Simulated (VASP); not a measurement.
# KSi3I (Pm-3m) in VASP: further runs, part 2 of 2

VASP 6.6.1. The steps go on from the part before.

## Step 6: Relaxation of cell and atoms, PBE

This run uses another cell than the first one, of 33.83 Å³/atom.

INCAR

```
SYSTEM = KSi3I
PREC = Accurate ; ENCUT = 600
EDIFF = 1E-6 ; ISMEAR = 0
SIGMA = 0.1 ; LREAL = .FALSE.
LASPH = .TRUE. ; NELM = 60
ALGO = Normal ; ISIF = 3
LWAVE = .FALSE. ; LCHARG = .FALSE.
GGA = PE ; IBRION = 2
NSW = 100 ; EDIFFG = -0.01
```

KPOINTS

```
regular mesh
0
G
  8 8 8
  0 0 0
```

POSCAR

```
KSi3I
1.0
    5.5303281899      0.0000000000      0.0000000000
    0.0000000000      5.5303281899      0.0000000000
    0.0000000000      0.0000000000      5.5303281899
K Si I
1 3 1
Direct
    0.0000000000      0.0000000000      0.0000000000
    0.0000000000      0.5000000000      0.5000000000
    0.5000000000      0.0000000000      0.5000000000
    0.5000000000      0.5000000000      0.0000000000
    0.5000000000      0.5000000000      0.5000000000
```

Potentials or basis: VASP PAW PBE potentials, release 64 (K_sv, Si, I).

Launch:

```console
> cat potpaw_PBE.64/K_sv/POTCAR potpaw_PBE.64/Si/POTCAR potpaw_PBE.64/I/POTCAR > POTCAR
> mpirun -np 1 vasp_std > vasp.out
```

OUTCAR:

```text
SYSTEM = KSi3I
   PREC = Accurate
   ENCUT = 600
   EDIFF = 1E-6
   ISMEAR = 0
   LREAL = .FALSE.
   LASPH = .TRUE.
   NELM = 60
   ISIF = 3
   GGA = PE
   IBRION = 2
   NSW = 100
   EDIFFG = -0.01

 ion  position               nearest neighbor table
   1  0.000  0.000  0.000-
   2  0.000  0.500  0.500-   5 2.77   5 2.77
   3  0.500  0.000  0.500-   5 2.77   5 2.77
   4  0.500  0.500  0.000-   5 2.77   5 2.77
   5  0.500  0.500  0.500-   2 2.77   3 2.77   4 2.77   4 2.77   3 2.77   2 2.77

  LATTYP: Found a simple cubic cell.
 ALAT       =     5.5303281899

  Lattice vectors:

 A1 = (   5.5303281899,   0.0000000000,   0.0000000000)
 A2 = (   0.0000000000,   5.5303281899,   0.0000000000)
 A3 = (   0.0000000000,   0.0000000000,   5.5303281899)

Analysis of symmetry for initial positions (statically):
[... 267 lines left out ...]
  energy without entropy =      -12.79708251  energy(sigma->0) =      -12.80668202

 E-fermi :   2.9498     XC(G=0):  -8.0804

 val. band max:        2.9278202671   @ k =   0.3750   0.0000   0.0000
 cond. band min:       2.9658844191   @ k =   0.5000   0.3750   0.0000
 fundamental gap:      0.0380641519
 Fermi energy:         2.9498466634

 k-point     1 :       0.0000    0.0000    0.0000
  band No.  band energies     occupation
      1     -27.3672      2.00000
      2     -12.4351      2.00000
      3     -10.8588      2.00000
      4     -10.8588      2.00000
      5     -10.8588      2.00000
      6      -3.4750      2.00000
[... 481 lines left out ...]
      5     -10.8578      2.00000
      6      -5.5388      2.00000
[... 10 lines left out ...]
     17       3.5580      0.00000
     18       4.4048      0.00000

 [... further k-points ...]

------------------------ aborting loop because EDIFF is reached ----------------------------------------

  FORCE on cell =-STRESS in cart. coord.  units (eV):
  Direction    XX          YY          ZZ          XY          YZ          ZX
  --------------------------------------------------------------------------------------
  -------------------------------------------------------------------------------------
  Total       -0.0059684     -0.0059684     -0.0059684      0.0000000      0.0000000      0.0000000
  in kB       -0.0578510     -0.0578510     -0.0578510      0.0000000      0.0000000      0.0000000
  external PRESSURE =      -0.0578510 kB  Pullay stress =       0.0000000 kB
[... 20 lines left out ...]
  FREE ENERGIE OF THE ION-ELECTRON SYSTEM (eV)
  ---------------------------------------------------
  free  energy   TOTEN  =       -12.8162815419 eV

  energy  without entropy=      -12.7970825065  energy(sigma->0) =      -12.80668202

 reached required accuracy - stopping structural energy minimisation
```

CONTCAR:

```text
KSi3I
   1.00000000000000
     5.4880502194624228   -0.0000000000000000    0.0000000000000000
     0.0000000000000000    5.4880502194624228   -0.0000000000000000
    -0.0000000000000000    0.0000000000000000    5.4880502194624228
  K               Si              I
     1     3     1
Direct
     0.0000000000000000    0.0000000000000000    0.0000000000000000
     0.0000000000000000    0.5000000000000000    0.5000000000000000
     0.5000000000000000    0.0000000000000000    0.5000000000000000
     0.5000000000000000    0.5000000000000000    0.0000000000000000
     0.5000000000000000    0.5000000000000000    0.5000000000000000

  0.00000000E+00  0.00000000E+00  0.00000000E+00
  0.00000000E+00  0.00000000E+00  0.00000000E+00
  0.00000000E+00  0.00000000E+00  0.00000000E+00
  0.00000000E+00  0.00000000E+00  0.00000000E+00
  0.00000000E+00  0.00000000E+00  0.00000000E+00
```

It took 2.3 min on 1 thread of Intel Xeon 6975P-C (Granite Rapids), shared host; peak memory 0.43 GiB.

Results:

- Free energy: -12.8163 eV
- Relaxed volume: 33.06 Å³/atom
- Relaxed cell: a = 5.488 Å, b = 5.488 Å, c = 5.488 Å, α = 90.00°, β = 90.00°, γ = 90.00°
- Space group after relaxing (to 0.1 Å): Pm-3m (No. 221)
- Energy gained by relaxing: 1.4 meV/atom
- Ionic steps: 3
- Pressure after relaxing: 0.0 GPa
- Band gap on the k mesh: zero (bands 14 and 15 overlap by 0.56 eV)

Step by step:
```tsv
step	energy change (eV)	largest force (eV/Å)	pressure (GPa)	volume (Å³)
1	0.0000	0.0000	-0.58	169.14
2	-0.0067	0.0000	-0.14	166.17
3	-0.0072	0.0000	-0.01	165.29
```

Final structure:
```cif
data_structure
_symmetry_space_group_name_H-M 'P 1'
_symmetry_Int_Tables_number 1
_cell_length_a 5.4881
_cell_length_b 5.4881
_cell_length_c 5.4881
_cell_angle_alpha 90.000
_cell_angle_beta 90.000
_cell_angle_gamma 90.000
_cell_volume 165.29
loop_
_atom_site_label
_atom_site_type_symbol
_atom_site_fract_x
_atom_site_fract_y
_atom_site_fract_z
_atom_site_occupancy
K1 K 0.00000 0.00000 0.00000 1
Si1 Si 0.00000 0.50000 0.50000 1
Si2 Si 0.50000 0.00000 0.50000 1
Si3 Si 0.50000 0.50000 0.00000 1
I1 I 0.50000 0.50000 0.50000 1
```

Caveat: spin-orbit coupling is left out, which moves the levels of the heavy elements.

## Step 7: Overview

```tsv
task	cell	k mesh	cutoff (eV)	gap on the mesh (eV)	pressure (GPa)	relaxed volume (Å³/atom)
single point	a = 5.261 Å, 5 atoms	4 × 4 × 4	520	none	5.4	-
single point	a = 5.530 Å, 5 atoms	4 × 4 × 4	520	none	0.2	-
single point	a = 5.486 Å, 5 atoms	8 × 8 × 8	520	none	0.0	-
relaxation of cell and atoms	relaxed from a = 5.261 Å, 5 atoms	4 × 4 × 4	600	none	0.0	34.17
relaxation of cell and atoms	relaxed from a = 5.530 Å, 5 atoms	8 × 8 × 8	600	none	0.0	33.06
```

Alike in all rows: level PBE; potentials or basis VASP PAW PBE potentials, release 64 (K_sv, Si, I); no spin polarisation; smearing gaussian 0.1 eV.

Caveats: spin-orbit coupling is left out, which moves the levels of the heavy elements; the cell stands under pressure (at least some runs); the volume moved by over 15 % at a fixed basis, so the end points are rough (at least some runs).

Total energies depend on the potentials used, so only differences within one code and one set of settings carry meaning.
